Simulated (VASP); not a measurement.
Set up this calculation in VASP 6.6.1, as the native input.

```yaml
Task: single point
Functional: PBE
Potentials_or_basis: VASP PAW PBE potentials, release 64 (Os_sv_GW, C_h)
Cutoff: 1300 eV
k_mesh: 6 × 6 × 6
Occupations: gaussian, width 0.1 eV
Spin: no spin polarisation
Dipole_correction: no
Further_INCAR_settings: ALGO = Normal; EDIFF = 1e-06; NBANDS = 29
```

The structure of OsC6 lies in POSCAR:

```
OsC6
1.0
    0.0000000000      3.2014569618      3.2014569618
    3.2014569618      0.0000000000      3.2014569618
    3.2014569618      3.2014569618      0.0000000000
Os C
1 6
Direct
    0.0000000000      0.0000000000      0.0000000000
    0.3222369922      0.6777630078      0.6777630078
    0.6777630078      0.3222369922      0.3222369922
    0.6777630078      0.3222369922      0.6777630078
    0.3222369922      0.6777630078      0.3222369922
    0.6777630078      0.6777630078      0.3222369922
    0.3222369922      0.3222369922      0.6777630078
```

The cell was generated, and may not be a known phase.

The input as run:

INCAR

```
PREC = Accurate ; ENCUT = 1300
EDIFF = 1E-6 ; ISMEAR = 0
SIGMA = 0.1 ; LREAL = False
LASPH = True ; NELM = 120
ALGO = Normal ; ISIF = 2
LWAVE = False ; LCHARG = False
GGA = PE ; NBANDS = 29
GGA_COMPAT = False
```

KPOINTS

```
regular mesh
0
Gamma
  6 6 6
```

Potentials or basis: VASP PAW PBE potentials, release 64 (Os_sv_GW, C_h).

The run is started by

```sh
$ cat potpaw_PBE.64/Os_sv_GW/POTCAR potpaw_PBE.64/C_h/POTCAR > POTCAR
$ mpirun -np 1 vasp_std > vasp.out
```

It gave:

```yaml
Pressure: 0.0 GPa
Largest_force: 0.026 eV/Å
Band_gap_on_the_k_mesh: 0.93 eV
```

Caveat: spin-orbit coupling is left out, which moves the levels of the heavy elements.

Wall time 2.6 min on 1 thread of Intel(R) Xeon(R) Platinum 8259CL CPU @ 2.50GHz (Skylake/Cascade Lake) (shared host), peak memory 0.46 GiB.
